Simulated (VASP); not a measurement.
# TiN (Osbornite) (Fm-3m) in VASP: notebook

Runs on TiN (Osbornite). Level: r2SCAN. Tasks: single point.

All numbers are computed with VASP 6.6.1; they aren't measurements. Logs are shortened: lines on timing, memory, paths and dates and some standing lists are left out, and cuts for length are marked.

### Step 1. The cell of the first run

It takes space group Fm-3m (No. 225, cubic). Conventional cell: a = 4.234 Å, b = 4.234 Å, c = 4.234 Å, α = 90.00°, β = 90.00°, γ = 90.00°. Within 2.8 Å of Ti (site symmetry m-3m) lie 6 N at 2.12 Å. Within 2.8 Å of N (site symmetry m-3m) lie 6 Ti at 2.12 Å.

### Step 2. Single point, r2SCAN

Input file POSCAR:

```
TiN
1.0
    0.0000000000      2.1169035941      2.1169035941
    2.1169035941      0.0000000000      2.1169035941
    2.1169035941      2.1169035941      0.0000000000
Ti N
1 1
Direct
    0.0000000000      0.0000000000      0.0000000000
    0.5000000000      0.5000000000      0.5000000000
```

Input file INCAR.step1:

```
SYSTEM = TiN
  PREC = Accurate
  ENCUT = 910
  ISMEAR = -1
  SIGMA = 0.1
  LREAL = .FALSE.
  LASPH = .TRUE.
  NELM = 120
  NBANDS = 16
  GGA = PE
  ALGO = Normal
  EDIFF = 1E-5
  LWAVE = .TRUE.
  LCHARG = .FALSE.
  GGA_COMPAT = .FALSE.
```

Input file INCAR.step2:

```
SYSTEM = TiN
  PREC = Accurate
  ENCUT = 910
  EDIFF = 1E-6
  ISMEAR = -1
  SIGMA = 0.1
  LREAL = .FALSE.
  LASPH = .TRUE.
  NELM = 120
  ALGO = Normal
  ISIF = 2
  LWAVE = .FALSE.
  LCHARG = .FALSE.
  METAGGA = R2SCAN
  LMIXTAU = .TRUE.
  NBANDS = 16
  ISTART = 1
  GGA_COMPAT = .FALSE.
```

Input file KPOINTS:

```
regular mesh
0
G
  13 13 13
  0 0 0
```

Potentials or basis: VASP PAW PBE potentials, release 64 (Ti_sv, N_h).

On the command line:

```
$ cat potpaw_PBE.64/Ti_sv/POTCAR potpaw_PBE.64/N_h/POTCAR > POTCAR
$ cp INCAR.step1 INCAR
$ mpirun -np 1 vasp_std > vasp.out
$ cp INCAR.step2 INCAR
$ mpirun -np 1 vasp_std > vasp.out
```

OUTCAR:

```text
SYSTEM = TiN
   PREC = Accurate
   ENCUT = 910
   EDIFF = 1E-6
   ISMEAR = -1
   LREAL = .FALSE.
   LASPH = .TRUE.
   NELM = 120
   ISIF = 2
   METAGGA = R2SCAN
   ISTART = 1

 ion  position               nearest neighbor table
   1  0.000  0.000  0.000-   2 2.12   2 2.12   2 2.12   2 2.12   2 2.12   2 2.12
   2  0.500  0.500  0.500-   1 2.12   1 2.12   1 2.12   1 2.12   1 2.12   1 2.12

  LATTYP: Found a face centered cubic cell.
 ALAT       =     4.2338071882

  Lattice vectors:

 A1 = (   0.0000000000,   2.1169035941,   2.1169035941)
 A2 = (   2.1169035941,   0.0000000000,   2.1169035941)
 A3 = (   2.1169035941,   2.1169035941,   0.0000000000)

Analysis of symmetry for initial positions (statically):
=====================================================================
 Subroutine PRICEL returns:
 Original cell was already a primitive cell.

 Routine SETGRP: Setting up the symmetry group for a
 face centered cubic supercell.

 Subroutine GETGRP returns: Found 48 space group operations
 (whereof 48 operations were pure point group operations)
 out of a pool of 48 trial point group operations.

The static configuration has the point symmetry O_h .

Analysis of symmetry for dynamics (positions and initial velocities):
=====================================================================
 Subroutine PRICEL returns:
 Original cell was already a primitive cell.

 Routine SETGRP: Setting up the symmetry group for a
 face centered cubic supercell.

 Subroutine GETGRP returns: Found 48 space group operations
 (whereof 48 operations were pure point group operations)
 out of a pool of 48 trial point group operations.

The dynamic configuration has the point symmetry O_h .

 Subroutine INISYM returns: Found 48 space group operations
 (whereof 48 operations are pure point group operations),
 and found     1 'primitive' translations

----------------------------------------------------------------------------------------

                                     Primitive cell

  volume of cell :      18.9729

  direct lattice vectors                    reciprocal lattice vectors
     0.000000000  2.116903594  2.116903594    -0.236194034  0.236194034  0.236194034
     2.116903594  0.000000000  2.116903594     0.236194034 -0.236194034  0.236194034
     2.116903594  2.116903594  0.000000000     0.236194034  0.236194034 -0.236194034

  length of vectors
     2.993753773  2.993753773  2.993753773     0.409100068  0.409100068  0.409100068

  position of ions in fractional coordinates (direct lattice)
[... 74 lines left out ...]
   LNONCOLLINEAR =      F non collinear calculations
   LSORBIT =      F    spin-orbit coupling
   LASPH  =      T    aspherical Exc in radial PAW
   ENCUT  =  910.0 eV  66.88 Ry    8.18 a.u.   7.36  7.36  7.36*2*pi/ulx,y,z
   NELM   =    120;   NELMIN=  2; NELMDL=  0     # of ELM steps
   EDIFF  = 0.1E-05   stopping-criterion for ELM
   LREAL  =      F    real-space projection
   EDIFFG = 0.1E-04   stopping-criterion for IOM
   NSW    =      0    number of steps for IOM
   IBRION =     -1    ionic relax: 0-MD 1-quasi-New 2-CG
   NFREE  =      0    steps in history (QN), initial steepest desc. (CG)
   ISIF   =      2    stress and relaxation
   ISYM   =      2    0-nonsym 1-usesym 2-fastsym
   POTIM  = 0.5000    time-step for ionic-motion
   TEBEG  =    0.0;   TEEND  =   0.0 temperature during run
   PSTRESS=    0.0 pullay stress
   NELECT =      17.0000    total number of electrons
   NUPDOWN=      -1.0000    fix difference up-down
   EMIN   =  10.00;   EMAX   =-10.00  energy-range for DOS
   EFERMI =   0.00;   METHOD = LEGACY
   ISMEAR =    -1;   SIGMA  =   0.10  broadening in eV -4-tet -1-fermi 0-gaus
   EFERMI_NEDOS =   21; number of points for ismear=-14 and -15
   IALGO  =     38    algorithm
   IMIX   =      4    mixing-type and parameters
     AMIX     =   0.40;   BMIX     =  1.00
     AMIX_MAG =   1.60;   BMIX_MAG =  1.00
  volume/ion in A,a.u.               =       9.49        64.02
  Fermi-wavevector in a.u.,A,eV,Ry     =   1.578265  2.982489 33.891051  2.490922
  Thomas-Fermi vector in A             =   2.678822
   LORBIT       =      0    0 simple, 1 ext, 2 COOP (PROOUT), +10 PAW based schemes
   METAGGA = R2SCAN    functional components
   LHFCALC =     F    Hartree Fock is set to
   AEXX    =    0.0000 exact exchange contribution
   IVDW    =     0    specifies the selected vdW correction
   LEPSILON=     F    determine dielectric tensor
   LRPA    =     F    only Hartree local field effects (RPA)
 non-spin polarized calculation
  energy-cutoff  :      910.00
  volume of cell :       18.97
 maximum number of plane-waves:      1243
 NGX is ok and might be reduce to    30
   NGX = 15   NGY = 15   NGZ = 15

 number of electron      17.0000000 magnetization

 Free energy of the ion-electron system (eV)
  ---------------------------------------------------
  ext. energy  EPLUGINS =         0.00000000
  ---------------------------------------------------
  free energy    TOTEN  =       -26.02917126 eV

  energy without entropy =      -26.00343263  energy(sigma->0) =      -26.01630195

 E-fermi :  12.0977     XC(G=0): -13.9014

 val. band max:       12.0239436623   @ k =  -0.1538   0.2308   0.0769
 cond. band min:      12.1320118124   @ k =  -0.3077   0.4615   0.1538
 fundamental gap:      0.1080681501
 Fermi energy:        12.0977267140

 k-point     1 :       0.0000    0.0000    0.0000
  band No.  band energies     occupation
      1     -48.2703      2.00000
      2     -23.2048      2.00000
      3     -23.2048      2.00000
      4     -23.2048      2.00000
      5      -6.2121      2.00000
      6       9.6952      2.00000
[... 433 lines left out ...]
      3     -23.3289      2.00000
      4     -23.2975      2.00000
      5      -4.1381      2.00000
      6       4.3621      2.00000
[... 8 lines left out ...]
     15      25.9881      0.00000
     16      27.0823      0.00000

 [... further k-points ...]
[... 5 lines left out ...]
  --------------------------------------------------------------------------------------
  -------------------------------------------------------------------------------------
  Total        0.1451052      0.1451052      0.1451052      0.0000000      0.0000000      0.0000000
  in kB       12.2535059     12.2535059     12.2535059      0.0000000      0.0000000      0.0000000
  external PRESSURE =      12.2535059 kB  Pullay stress =       0.0000000 kB

 VOLUME and BASIS-vectors are now :
 -----------------------------------------------------------------------------
  energy-cutoff  :      910.00
  volume of cell :       18.97
      direct lattice vectors                 reciprocal lattice vectors
     0.000000000  2.116903594  2.116903594    -0.236194034  0.236194034  0.236194034
     2.116903594  0.000000000  2.116903594     0.236194034 -0.236194034  0.236194034
     2.116903594  2.116903594  0.000000000     0.236194034  0.236194034 -0.236194034

 POSITION                                       TOTAL-FORCE (eV/Angst)
 -----------------------------------------------------------------------------------
      0.00000      0.00000      0.00000        -0.000000      0.000000      0.000000
      2.11690      2.11690      2.11690         0.000000     -0.000000     -0.000000
 -----------------------------------------------------------------------------------
    total drift:                               -0.000000      0.000000      0.000000

  FREE ENERGIE OF THE ION-ELECTRON SYSTEM (eV)
  ---------------------------------------------------
  free  energy   TOTEN  =       -26.0291712604 eV

  energy  without entropy=      -26.0034326344  energy(sigma->0) =      -26.01630195
```

OUTCAR.step1:

```text
SYSTEM = TiN
   PREC = Accurate
   ENCUT = 910
   ISMEAR = -1
   LREAL = .FALSE.
   LASPH = .TRUE.
[... 677 lines left out ...]
      0.00000      0.00000      0.00000         0.000000      0.000000     -0.000000
      2.11690      2.11690      2.11690        -0.000000     -0.000000      0.000000
 -----------------------------------------------------------------------------------
    total drift:                               -0.000000      0.000000      0.000000

  FREE ENERGIE OF THE ION-ELECTRON SYSTEM (eV)
  ---------------------------------------------------
  free  energy   TOTEN  =       -19.6585647071 eV

  energy  without entropy=      -19.6320018372  energy(sigma->0) =      -19.64528327
```

Run time: 2.1 min. Hardware: 1 thread of Intel Xeon 6975P-C (Granite Rapids), shared host; peak memory 0.21 GiB.

What came out:

| Quantity | Value |
| --- | --- |
| Free energy | -26.0292 eV |
| Pressure | 1.2 GPa |

Caveat: the cutoff is under 1.25 times the usual one of these potentials, so pressure, stress and relaxed cells hold a basis-set (Pulay) error; the PAW data sets were made with another functional, which shifts forces and pressure a little.

### Step 3. Single point, r2SCAN

This run uses another cell than the first one, of 9.30 Å³/atom, 0.980 times its volume.

Input file POSCAR:

```
TiN
1.0
    0.0000000000      2.1026957600      2.1026957600
    2.1026957600      0.0000000000      2.1026957600
    2.1026957600      2.1026957600      0.0000000000
Ti N
1 1
Direct
    0.0000000000      0.0000000000      0.0000000000
    0.5000000000      0.5000000000      0.5000000000
```

Input file INCAR.step1:

```
SYSTEM = TiN
ALGO = Normal
EDIFF = 1E-5
ENCUT = 910
GGA = PE
GGA_COMPAT = .FALSE.
ISMEAR = -1
LASPH = .TRUE.
LCHARG = .FALSE.
LREAL = .FALSE.
LWAVE = .TRUE.
NBANDS = 16
NELM = 120
PREC = Accurate
SIGMA = 0.1
```

Input file INCAR.step2:

```
SYSTEM = TiN
ALGO = Normal
EDIFF = 1E-6
ENCUT = 910
GGA_COMPAT = .FALSE.
ISIF = 2
ISMEAR = -1
ISTART = 1
LASPH = .TRUE.
LCHARG = .FALSE.
LMIXTAU = .TRUE.
LREAL = .FALSE.
LWAVE = .FALSE.
METAGGA = R2SCAN
NBANDS = 16
NELM = 120
PREC = Accurate
SIGMA = 0.1
```

Input file KPOINTS:

```
k-points
0
G
  14 14 14
  0 0 0
```

Potentials or basis: VASP PAW PBE potentials, release 64 (Ti_sv, N_h).

On the command line:

```
$ cat potpaw_PBE.64/Ti_sv/POTCAR potpaw_PBE.64/N_h/POTCAR > POTCAR
$ cp INCAR.step1 INCAR
$ mpirun -np 1 vasp_std > vasp.out
$ cp INCAR.step2 INCAR
$ mpirun -np 1 vasp_std > vasp.out
```

OUTCAR:

```text
SYSTEM = TiN
   EDIFF = 1E-6
   ENCUT = 910
   ISIF = 2
   ISMEAR = -1
   ISTART = 1
   LASPH = .TRUE.
   LREAL = .FALSE.
   METAGGA = R2SCAN
   NELM = 120
   PREC = Accurate

 ion  position               nearest neighbor table
   1  0.000  0.000  0.000-   2 2.10   2 2.10   2 2.10   2 2.10   2 2.10   2 2.10
   2  0.500  0.500  0.500-   1 2.10   1 2.10   1 2.10   1 2.10   1 2.10   1 2.10

  LATTYP: Found a face centered cubic cell.
 ALAT       =     4.2053915200

  Lattice vectors:

 A1 = (   0.0000000000,   2.1026957600,   2.1026957600)
 A2 = (   2.1026957600,   0.0000000000,   2.1026957600)
 A3 = (   2.1026957600,   2.1026957600,   0.0000000000)

Analysis of symmetry for initial positions (statically):
=====================================================================
 Subroutine PRICEL returns:
 Original cell was already a primitive cell.

 Routine SETGRP: Setting up the symmetry group for a
 face centered cubic supercell.

 Subroutine GETGRP returns: Found 48 space group operations
 (whereof 48 operations were pure point group operations)
 out of a pool of 48 trial point group operations.

The static configuration has the point symmetry O_h .

Analysis of symmetry for dynamics (positions and initial velocities):
=====================================================================
 Subroutine PRICEL returns:
 Original cell was already a primitive cell.

 Routine SETGRP: Setting up the symmetry group for a
 face centered cubic supercell.

 Subroutine GETGRP returns: Found 48 space group operations
 (whereof 48 operations were pure point group operations)
 out of a pool of 48 trial point group operations.

The dynamic configuration has the point symmetry O_h .

 Subroutine INISYM returns: Found 48 space group operations
 (whereof 48 operations are pure point group operations),
 and found     1 'primitive' translations

----------------------------------------------------------------------------------------

                                     Primitive cell

[... 104 lines left out ...]
   EFERMI =   0.00;   METHOD = LEGACY
   ISMEAR =    -1;   SIGMA  =   0.10  broadening in eV -4-tet -1-fermi 0-gaus
   EFERMI_NEDOS =   21; number of points for ismear=-14 and -15
   IALGO  =     38    algorithm
   IMIX   =      4    mixing-type and parameters
     AMIX     =   0.40;   BMIX     =  1.00
     AMIX_MAG =   1.60;   BMIX_MAG =  1.00
  volume/ion in A,a.u.               =       9.30        62.74
  Fermi-wavevector in a.u.,A,eV,Ry     =   1.588930  3.002642 34.350599  2.524698
  Thomas-Fermi vector in A             =   2.687858
   LORBIT       =      0    0 simple, 1 ext, 2 COOP (PROOUT), +10 PAW based schemes
   METAGGA = R2SCAN    functional components
   LHFCALC =     F    Hartree Fock is set to
   AEXX    =    0.0000 exact exchange contribution
   IVDW    =     0    specifies the selected vdW correction
   LEPSILON=     F    determine dielectric tensor
   LRPA    =     F    only Hartree local field effects (RPA)
 non-spin polarized calculation
  energy-cutoff  :      910.00
  volume of cell :       18.59
 maximum number of plane-waves:      1185
 NGX is ok and might be reduce to    30
   NGX = 15   NGY = 15   NGZ = 15

 number of electron      16.9999999 magnetization

 Free energy of the ion-electron system (eV)
  ---------------------------------------------------
  ext. energy  EPLUGINS =         0.00000000
  ---------------------------------------------------
  free energy    TOTEN  =       -26.01606681 eV

  energy without entropy =      -25.98836795  energy(sigma->0) =      -26.00221738

 E-fermi :  12.3788     XC(G=0): -14.0268

 val. band max:       12.3703802533   @ k =   0.3571   0.1429   0.0714
 cond. band min:      12.3839646396   @ k =  -0.0714   0.0714   0.0000
 fundamental gap:      0.0135843863
 Fermi energy:        12.3788044745

 k-point     1 :       0.0000    0.0000    0.0000
  band No.  band energies     occupation
      1     -47.9517      2.00000
      2     -22.8710      2.00000
      3     -22.8710      2.00000
      4     -22.8710      2.00000
      5      -6.0519      2.00000
      6       9.9536      2.00000
[... 433 lines left out ...]
      3     -22.9513      2.00000
      4     -22.9386      2.00000
      5      -4.8738      2.00000
      6       5.9015      2.00000
[... 8 lines left out ...]
     15      26.3600      0.00000
     16      30.1488      0.00000

 [... further k-points ...]
[... 5 lines left out ...]
  --------------------------------------------------------------------------------------
  -------------------------------------------------------------------------------------
  Total        0.8792467      0.8792467      0.8792467      0.0000000      0.0000000      0.0000000
  in kB       75.7638482     75.7638482     75.7638482      0.0000000      0.0000000      0.0000000
  external PRESSURE =      75.7638482 kB  Pullay stress =       0.0000000 kB

 VOLUME and BASIS-vectors are now :
 -----------------------------------------------------------------------------
  energy-cutoff  :      910.00
  volume of cell :       18.59
      direct lattice vectors                 reciprocal lattice vectors
     0.000000000  2.102695760  2.102695760    -0.237789988  0.237789988  0.237789988
     2.102695760  0.000000000  2.102695760     0.237789988 -0.237789988  0.237789988
     2.102695760  2.102695760  0.000000000     0.237789988  0.237789988 -0.237789988

 POSITION                                       TOTAL-FORCE (eV/Angst)
 -----------------------------------------------------------------------------------
      0.00000      0.00000      0.00000         0.000000     -0.000000      0.000000
      2.10270      2.10270      2.10270        -0.000000      0.000000      0.000000
 -----------------------------------------------------------------------------------
    total drift:                               -0.000000      0.000000      0.000000

  FREE ENERGIE OF THE ION-ELECTRON SYSTEM (eV)
  ---------------------------------------------------
  free  energy   TOTEN  =       -26.0160668121 eV

  energy  without entropy=      -25.9883679458  energy(sigma->0) =      -26.00221738
```

It took 2.7 min on 1 thread of Intel Xeon 6975P-C (Granite Rapids), shared host; peak memory 0.22 GiB.

What came out:

```yaml
Free_energy: -26.0161 eV
Pressure: 7.6 GPa
```

Levels at points of the mesh, in eV from the Fermi level:
```csv
k point,band 7,band 8,band 9,band 10,band 11,band 12
"(0.00, 0.00, 0.00)",-2.43,-2.43,-0.64,-0.64,-0.64,0.60
"(0.50, 0.00, 0.00)",-6.06,-6.06,1.80,1.80,2.53,6.13
"(0.50, 0.50, 0.00)",-3.66,-3.66,-3.21,1.73,2.54,2.54
```

Caveat: the cutoff is under 1.25 times the usual one of these potentials, so pressure, stress and relaxed cells hold a basis-set (Pulay) error; the PAW data sets were made with another functional, which shifts forces and pressure a little.

### Step 4. Single point, r2SCAN

This run uses another cell than the first one, of 9.87 Å³/atom, 1.040 times its volume.

Input file POSCAR:

```
TiN
1.0
    0.0000000000      2.1447607800      2.1447607800
    2.1447607800      0.0000000000      2.1447607800
    2.1447607800      2.1447607800      0.0000000000
Ti N
1 1
Direct
    0.0000000000      0.0000000000      0.0000000000
    0.5000000000      0.5000000000      0.5000000000
```

Input file INCAR.step1:

```
PREC = Accurate ; ENCUT = 910
ISMEAR = -1 ; SIGMA = 0.1
LREAL = False ; LASPH = True
NELM = 120 ; NBANDS = 16
GGA = PE ; ALGO = Normal
EDIFF = 1E-5 ; LWAVE = True
LCHARG = False ; GGA_COMPAT = False
```

Input file INCAR.step2:

```
PREC = Accurate ; ENCUT = 910
EDIFF = 1E-6 ; ISMEAR = -1
SIGMA = 0.1 ; LREAL = False
LASPH = True ; NELM = 120
ALGO = Normal ; ISIF = 2
LWAVE = False ; LCHARG = False
METAGGA = R2SCAN ; LMIXTAU = True
NBANDS = 16 ; ISTART = 1
GGA_COMPAT = False
```

Input file KPOINTS:

```
regular mesh
0
Gamma
  14 14 14
```

On the command line:

```
$ cat potpaw_PBE.64/Ti_sv/POTCAR potpaw_PBE.64/N_h/POTCAR > POTCAR
$ cp INCAR.step1 INCAR
$ mpirun -np 1 vasp_std > vasp.out
$ cp INCAR.step2 INCAR
$ mpirun -np 1 vasp_std > vasp.out
```

Wall time 5.4 min (1 thread of Intel Xeon Platinum 8259CL at 2.50GHz (Skylake/Cascade Lake), shared host); peak memory 0.22 GiB.

It converged, with:

```yaml
Free_energy: -26.0077 eV
Pressure: -9.5 GPa
```

Levels at points of the mesh, in eV from the Fermi level:
```csv
k point,band 6,band 7,band 8,band 9,band 10,band 11,band 12,band 13
"(0.00, 0.00, 0.00)",-2.33,-2.33,-2.33,-0.59,-0.59,-0.59,0.56,0.56
"(0.50, 0.00, 0.00)",-8.28,-5.72,-5.72,1.64,1.64,2.30,5.66,5.66
"(0.50, 0.50, 0.00)",-6.18,-3.56,-3.56,-2.94,1.58,2.30,2.30,3.44
```

Caveat: the cutoff is under 1.25 times the usual one of these potentials, so pressure, stress and relaxed cells hold a basis-set (Pulay) error; the PAW data sets were made with another functional, which shifts forces and pressure a little.

### Step 5. The runs side by side

```csv
cell,k mesh,gap on the mesh (eV),pressure (GPa)
"a = 2.994 Å, angles 60.0°, 2 atoms",13 × 13 × 13,none,1.2
"a = 2.974 Å, angles 60.0°, 2 atoms",14 × 14 × 14,none,7.6
"a = 3.033 Å, angles 60.0°, 2 atoms",14 × 14 × 14,none,-9.5
```

Alike in all rows: task single point; level r2SCAN; potentials or basis VASP PAW PBE potentials, release 64 (Ti_sv, N_h); no spin polarisation; cutoff (eV) 910; smearing fermi-dirac 0.1 eV.

Caveats: the cutoff is under 1.25 times the usual one of these potentials, so pressure, stress and relaxed cells hold a basis-set (Pulay) error; the PAW data sets were made with another functional, which shifts forces and pressure a little.

Absolute energies hang on the potentials; compare differences alone.
